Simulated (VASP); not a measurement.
# MgO (I4/mmm) in VASP: notebook

MgO is run at these levels: HSE06; tasks: single point.

Program: VASP 6.6.1. These are calculated values, not measurements. Logs are shortened: lines on timing, memory, paths and dates and some standing lists are left out, and cuts for length are marked.

### 1 The cell of the first run

It takes space group I4/mmm (No. 139, tetragonal). Conventional cell: a = 3.062 Å, b = 3.062 Å, c = 4.133 Å, α = 90.00°, β = 90.00°, γ = 90.00°. Within 2.7 Å of Mg (site symmetry 4/mmm) lie 6 O at 2.07 to 2.17 Å. Within 2.7 Å of O (site symmetry 4/mmm) lie 6 Mg at 2.07 to 2.17 Å.

### 2 Single point, HSE06 (epitaxial xy strain +3.0%)

The input, POSCAR:

```
MgO
1.0
    0.0000000000      2.1652324379      2.0667334819
    2.1652324379      0.0000000000      2.0667334819
    2.1652324379      2.1652324379      0.0000000000
Mg O
1 1
Direct
    0.0000000000      0.0000000000      0.0000000000
    0.5000000000      0.5000000000      0.5000000000
```

The input, INCAR.step1:

```
SYSTEM = MgO
PREC = Accurate
ENCUT = 520
EDIFF = 1E-5
ISMEAR = 0
SIGMA = 0.01
LREAL = .False.
LASPH = .True.
NELM = 80
ALGO = Normal
ISIF = 2
LWAVE = .True.
LCHARG = .False.
NBANDS = 11
GGA = PE
```

The input, INCAR.step2:

```
SYSTEM = MgO
PREC = Accurate
ENCUT = 520
EDIFF = 1E-6
ISMEAR = 0
SIGMA = 0.01
LREAL = .False.
LASPH = .True.
NELM = 80
ALGO = Normal
ISIF = 2
LWAVE = .False.
LCHARG = .False.
GGA = PE
LHFCALC = .True.
HFSCREEN = 0.2079
PRECFOCK = Normal
NBANDS = 11
ISTART = 1
```

The input, KPOINTS:

```
regular mesh
0
Gamma
  8 8 8
  0 0 0
```

Potentials or basis: VASP PAW PBE potentials, release 64 (Mg, O).

On the command line:

```
$ cat potpaw_PBE.64/Mg/POTCAR potpaw_PBE.64/O/POTCAR > POTCAR
$ cp INCAR.step1 INCAR
$ mpirun -np 1 vasp_std > vasp.out
$ cp INCAR.step2 INCAR
$ mpirun -np 1 vasp_std > vasp.out
```

OUTCAR:

```text
SYSTEM = MgO
   PREC = Accurate
   ENCUT = 520
   EDIFF = 1E-6
   ISMEAR = 0
   LREAL = .False.
   LASPH = .True.
   NELM = 80
   ISIF = 2
   GGA = PE
   LHFCALC = .True.
   HFSCREEN = 0.2079
   PRECFOCK = Normal
   ISTART = 1

 ion  position               nearest neighbor table
   1  0.000  0.000  0.000-   2 2.07   2 2.07   2 2.17   2 2.17   2 2.17   2 2.17
   2  0.500  0.500  0.500-   1 2.07   1 2.07   1 2.17   1 2.17   1 2.17   1 2.17

  LATTYP: Found a body centered tetragonal cell.
 ALAT       =     3.0621010794
 C/A-ratio  =     1.3498793334

  Lattice vectors:

 A1 = (   0.0000000000,  -2.1652324379,  -2.0667334819)
 A2 = (   0.0000000000,   2.1652324379,  -2.0667334819)
 A3 = (   2.1652324379,   0.0000000000,   2.0667334819)

Analysis of symmetry for initial positions (statically):
=====================================================================
 Subroutine PRICEL returns:
 Original cell was already a primitive cell.

 Routine SETGRP: Setting up the symmetry group for a
 body centered tetragonal supercell.

 Subroutine GETGRP returns: Found 16 space group operations
 (whereof 16 operations were pure point group operations)
 out of a pool of 16 trial point group operations.

The static configuration has the point symmetry D_4h.

Analysis of symmetry for dynamics (positions and initial velocities):
=====================================================================
 Subroutine PRICEL returns:
 Original cell was already a primitive cell.

 Routine SETGRP: Setting up the symmetry group for a
 body centered tetragonal supercell.

 Subroutine GETGRP returns: Found 16 space group operations
 (whereof 16 operations were pure point group operations)
 out of a pool of 16 trial point group operations.

The dynamic configuration has the point symmetry D_4h.

 Subroutine INISYM returns: Found 16 space group operations
 (whereof 16 operations are pure point group operations),
 and found     1 'primitive' translations

----------------------------------------------------------------------------------------

                                     Primitive cell

  volume of cell :      19.3787

  direct lattice vectors                    reciprocal lattice vectors
     0.000000000  2.165232438  2.066733482    -0.230922090  0.230922090  0.241927662
[... 94 lines left out ...]
   POTIM  = 0.5000    time-step for ionic-motion
   TEBEG  =    0.0;   TEEND  =   0.0 temperature during run
   PSTRESS=    0.0 pullay stress
   NELECT =       8.0000    total number of electrons
   NUPDOWN=      -1.0000    fix difference up-down
   EMIN   =  10.00;   EMAX   =-10.00  energy-range for DOS
   EFERMI =   0.00;   METHOD = LEGACY
   ISMEAR =     0;   SIGMA  =   0.01  broadening in eV -4-tet -1-fermi 0-gaus
   EFERMI_NEDOS =   21; number of points for ismear=-14 and -15
   IALGO  =     38    algorithm
   IMIX   =      1    mixing-type and parameters
     AMIX     =   0.40;   BMIX     =  1.00
     AMIX_MAG =   1.60;   BMIX_MAG =  1.00
  volume/ion in A,a.u.               =       9.69        65.39
  Fermi-wavevector in a.u.,A,eV,Ry     =   1.218981  2.303540 20.217101  1.485915
  Thomas-Fermi vector in A             =   2.354249
   LORBIT       =      0    0 simple, 1 ext, 2 COOP (PROOUT), +10 PAW based schemes
   GGA     = PE    functional components
   LHFCALC =     T    Hartree Fock is set to
   PRECFOCK=normal    Normal, Fast or Accurate (Low or Medium for compatibility)
   ENCUT4O =  -1.0   cutoff for four orbital integrals eV
   NKREDX  =     1    reduce k-point grid by
   NKREDY  =     1    reduce k-point grid by
   NKREDZ  =     1    reduce k-point grid by
   AEXX    =    0.2500 exact exchange contribution
   HFSCREEN=    0.2079 screening length (either q_TF or 0.3 A-1)
   HFSCREENC=   0.2079 screening length for correlation (either q_TF or 0.3 A-1)
   ENCUTFOCK=  -1.0 apply spherical cutoff to Coloumb kernel
   IVDW    =     0    specifies the selected vdW correction
   LEPSILON=     F    determine dielectric tensor
   LRPA    =     F    only Hartree local field effects (RPA)
 non-spin polarized calculation
 Gauss-broadening in eV      SIGMA  =   0.01
  energy-cutoff  :      520.00
  volume of cell :       19.38
 maximum number of plane-waves:       538
 NGX is ok and might be reduce to    24
  NGX = 18; NGY = 18; NGZ = 18

 number of electron       8.0000001 magnetization

 Free energy of the ion-electron system (eV)
  ---------------------------------------------------
  ext. energy  EPLUGINS =         0.00000000
  ---------------------------------------------------
  free energy    TOTEN  =       -14.17630687 eV

  energy without entropy =      -14.17630687  energy(sigma->0) =      -14.17630687

 E-fermi :   1.8531     XC(G=0):  -8.9594

 val. band max:        1.7311777988   @ k =   0.0000   0.0000   0.0000
 cond. band min:       7.7263469990   @ k =   0.0000   0.0000   0.0000
 fundamental gap:      5.9951692003
 Fermi energy:         1.8531339015

 k-point     1 :       0.0000    0.0000    0.0000
  band No.  band energies     occupation
      1     -16.9566      2.00000
      2       1.5803      2.00000
      3       1.7312      2.00000
      4       1.7312      2.00000
      5       7.7263      0.00000
      6      19.0716      0.00000
      7      19.0716      0.00000
      8      19.5438      0.00000
      9      23.0601      0.00000
     10      24.1715      0.00000
     11      25.7338      0.00000
[... 309 lines left out ...]
 k-point    24 :       0.3750    0.0000    0.1250
  band No.  band energies     occupation
      1     -15.9858      2.00000
      2      -1.9920      2.00000
      3       0.7844      2.00000
      4       0.9885      2.00000
      5      11.4943      0.00000
      6      15.4064      0.00000
      7      18.4243      0.00000
      8      20.5101      0.00000
      9      22.7926      0.00000
     10      25.9813      0.00000
     11      26.8291      0.00000

 [... further k-points ...]
[... 5 lines left out ...]
  --------------------------------------------------------------------------------------
  -------------------------------------------------------------------------------------
  Total       -1.1111124     -1.1111124     -0.1098605      0.0000000      0.0000000     -0.0000000
  in kB      -91.8639393    -91.8639393     -9.0829848      0.0000000      0.0000000     -0.0000000
  external PRESSURE =     -64.2702878 kB  Pullay stress =       0.0000000 kB

 VOLUME and BASIS-vectors are now :
 -----------------------------------------------------------------------------
  energy-cutoff  :      520.00
  volume of cell :       19.38
      direct lattice vectors                 reciprocal lattice vectors
     0.000000000  2.165232438  2.066733482    -0.230922090  0.230922090  0.241927662
     2.165232438  0.000000000  2.066733482     0.230922090 -0.230922090  0.241927662
     2.165232438  2.165232438  0.000000000     0.230922090  0.230922090 -0.241927662

 POSITION                                       TOTAL-FORCE (eV/Angst)
 -----------------------------------------------------------------------------------
      0.00000      0.00000      0.00000         0.000000      0.000000     -0.000000
      2.16523      2.16523      2.06673         0.000000      0.000000      0.000000
 -----------------------------------------------------------------------------------
    total drift:                                0.000040      0.000010      0.000544

  FREE ENERGIE OF THE ION-ELECTRON SYSTEM (eV)
  ---------------------------------------------------
  free  energy   TOTEN  =       -14.1763068658 eV

  energy  without entropy=      -14.1763068658  energy(sigma->0) =      -14.17630687
```

OUTCAR.step1:

```text
SYSTEM = MgO
   PREC = Accurate
   ENCUT = 520
   EDIFF = 1E-5
   ISMEAR = 0
   LREAL = .False.
   LASPH = .True.
[... 559 lines left out ...]
      0.00000      0.00000      0.00000         0.000000     -0.000000      0.000000
      2.16523      2.16523      2.06673        -0.000000      0.000000     -0.000000
 -----------------------------------------------------------------------------------
    total drift:                               -0.000000     -0.000000      0.000000

  FREE ENERGIE OF THE ION-ELECTRON SYSTEM (eV)
  ---------------------------------------------------
  free  energy   TOTEN  =       -11.8949105966 eV

  energy  without entropy=      -11.8949105966  energy(sigma->0) =      -11.89491060
```

OSZICAR.step1:

```text
N       E                     dE             d eps       ncg     rms          rms(c)
DAV:   1     0.129277621671E+02    0.12928E+02   -0.46399E+03  1490   0.644E+02
DAV:   2    -0.128748228045E+02   -0.25803E+02   -0.25085E+02  1491   0.134E+02
DAV:   3    -0.134619320191E+02   -0.58711E+00   -0.58680E+00  1574   0.172E+01
DAV:   4    -0.134633543375E+02   -0.14223E-02   -0.14223E-02  1448   0.968E-01
DAV:   5    -0.134633590125E+02   -0.46750E-05   -0.46750E-05  1527   0.541E-02    0.722E+00
DAV:   6    -0.119148183579E+02    0.15485E+01   -0.91125E+00  1352   0.164E+01    0.229E+00
DAV:   7    -0.119012300726E+02    0.13588E-01   -0.66895E-02  1400   0.219E+00    0.135E+00
DAV:   8    -0.118953804019E+02    0.58497E-02   -0.30778E-02  1370   0.195E+00    0.257E-01
DAV:   9    -0.118949276716E+02    0.45273E-03   -0.70259E-04  1514   0.185E-01    0.140E-01
DAV:  10    -0.118949084505E+02    0.19221E-04   -0.53527E-04  1439   0.172E-01    0.885E-03
DAV:  11    -0.118949105966E+02   -0.21460E-05   -0.26861E-06   853   0.138E-02
   1 F= -.11894911E+02 E0= -.11894911E+02  d E =-.148525-111
```

Wall time 85 min (1 thread of Intel Xeon Platinum 8259CL at 2.50GHz (Skylake/Cascade Lake), shared host); peak memory 0.26 GiB.

What came out:

```
Free energy            : -14.1763 eV
Pressure               : -6.4 GPa
Band gap on the k mesh : 6.00 eV
```

Caveat: the cell differs from its parent crystal (epitaxial xy strain +3.0%); the cell stands under tension; the PAW data sets were made with another functional, which shifts forces and pressure a little.

### 3 Single point, HSE06 (epitaxial xy strain +4.0%)

The input, POSCAR:

```
MgO
1.0
    0.0000000000      2.1862541121      2.0560504775
    2.1862541121      0.0000000000      2.0560504775
    2.1862541121      2.1862541121      0.0000000000
Mg O
1 1
Direct
    0.0000000000      0.0000000000      0.0000000000
    0.5000000000      0.5000000000      0.5000000000
```

The input, INCAR.step1:

```
SYSTEM = MgO
PREC = Accurate ; ENCUT = 520
EDIFF = 1E-5 ; ISMEAR = 0
SIGMA = 0.01 ; LREAL = .FALSE.
LASPH = .TRUE. ; NELM = 80
ALGO = Normal ; ISIF = 2
LWAVE = .TRUE. ; LCHARG = .FALSE.
NBANDS = 11 ; GGA = PE
```

The input, INCAR.step2:

```
SYSTEM = MgO
PREC = Accurate ; ENCUT = 520
EDIFF = 1E-6 ; ISMEAR = 0
SIGMA = 0.01 ; LREAL = .FALSE.
LASPH = .TRUE. ; NELM = 80
ALGO = Normal ; ISIF = 2
LWAVE = .FALSE. ; LCHARG = .FALSE.
GGA = PE ; LHFCALC = .TRUE.
HFSCREEN = 0.2079 ; PRECFOCK = Normal
NBANDS = 11 ; ISTART = 1
```

The input, KPOINTS:

```
Automatic mesh
0
G
  8 8 8
  0 0 0
```

Potentials or basis: VASP PAW PBE potentials, release 64 (Mg, O).

On the command line:

```
$ cat potpaw_PBE.64/Mg/POTCAR potpaw_PBE.64/O/POTCAR > POTCAR
$ cp INCAR.step1 INCAR
$ mpirun -np 1 vasp_std > vasp.out
$ cp INCAR.step2 INCAR
$ mpirun -np 1 vasp_std > vasp.out
```

It took 45 min on 1 thread of AMD EPYC 7R13 (Zen 3), shared host; peak memory 0.24 GiB.

It converged, with:

```yaml
Free_energy: -14.1530 eV
Pressure: -7.9 GPa
Band_gap_on_the_k_mesh: 5.83 eV
```

Stress tensor (GPa, compression positive):
```
-11.32   0.00   0.00
  0.00 -11.32   0.00
  0.00   0.00  -0.98
```

Levels at points of the mesh, in eV from the valence-band top:
```tsv
k point	band 1	band 2	band 3	band 4	band 5	band 6	band 7	band 8	band 9
(0.00, 0.00, 0.00)	-18.64	-0.20	0.00	0.00	5.83	17.21	17.21	17.82	21.21
(0.50, 0.00, 0.00)	-17.42	-4.76	-0.78	-0.68	9.23	14.15	17.05	18.50	22.14
(0.50, 0.50, 0.00)	-17.07	-4.10	-1.63	-1.63	10.28	11.22	15.26	20.04	20.04
(0.50, 0.00, 0.50)	-17.22	-4.29	-1.59	-1.16	10.95	11.24	14.44	20.15	21.36
```

Caveat: the cell differs from its parent crystal (epitaxial xy strain +4.0%); the cell stands under tension; the PAW data sets were made with another functional, which shifts forces and pressure a little.
